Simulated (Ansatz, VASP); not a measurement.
**Two plane-wave programs on P**

INCAR

```
  ALGO = Normal
  EDIFF = 1E-6
  ENCUT = 500
  GGA = PS
  GGA_COMPAT = False
  ISIF = 2
  ISMEAR = 0
  LASPH = True
  LCHARG = True
  LELF = True
  LREAL = False
  LVHAR = True
  LWAVE = False
  NBANDS = 8
  NELM = 120
  PREC = Accurate
  SIGMA = 0.15
```

File KPOINTS:

```
k-points
0
Gamma
  12 12 12
```

File POSCAR:

```
P
1.0
    4.2729048574      0.0000000000      0.0534113107
    0.0000000000      4.2729048574      0.0000000000
    0.0547250000      0.0000000000      4.3780000000
P
1
Direct
    0.0000000000      0.0000000000      0.0000000000
```

Input for Ansatz:

```yaml
crystal:
  lattice:
    - [4.2729048574, 0.0, 0.0534113107]
    - [0.0, 4.2729048574, 0.0]
    - [0.054725, 0.0, 4.378]
  atoms:
    - { symbol: P, position: [0.0, 0.0, 0.0] }
basis:
  ecutwfc: 420
kpoints:
  mp_grid: { grid: [12, 12, 12] }
hamiltonian:
  xc: pbesol
scf:
  occupations: { method: gaussian, width: 0.15 }
output:
  forces: true
  stress: true
  eigenvalues: true
```

Change from the starting cell: strain +0.0250 x Voigt [0, 0, 0, 0, 1, 0], atoms carried along.

Alike in both runs: task single point; functional PBEsol; k mesh 12 × 12 × 12; occupations gaussian, width 0.15 eV; no spin polarisation.

|  | VASP | Ansatz |
| --- | --- | --- |
| version | VASP 6.6.1 | Ansatz 0.2.0 |
| potentials or method | VASP PAW PBE potentials, release 64 (P), cutoff 500 eV | scalar-relativistic, plane waves, PAW |
| valence electrons in the cell | 5 | 5 |

Ansatz gave:

- gap on the k mesh at the Fermi level (eV): none
- pressure (GPa): -3.8
- traceless stress, the component that is largest in VASP (GPa): 0.28

Problem. Which values does VASP return?

Solution. gap on the k mesh at the Fermi level (eV): none; pressure (GPa): -3.9; traceless stress, the component that is largest in VASP (GPa): 0.28.

VASP's potentials were made for PBE, not for PBEsol. A gap of «none» marks a metal or a gap that the smearing closes.
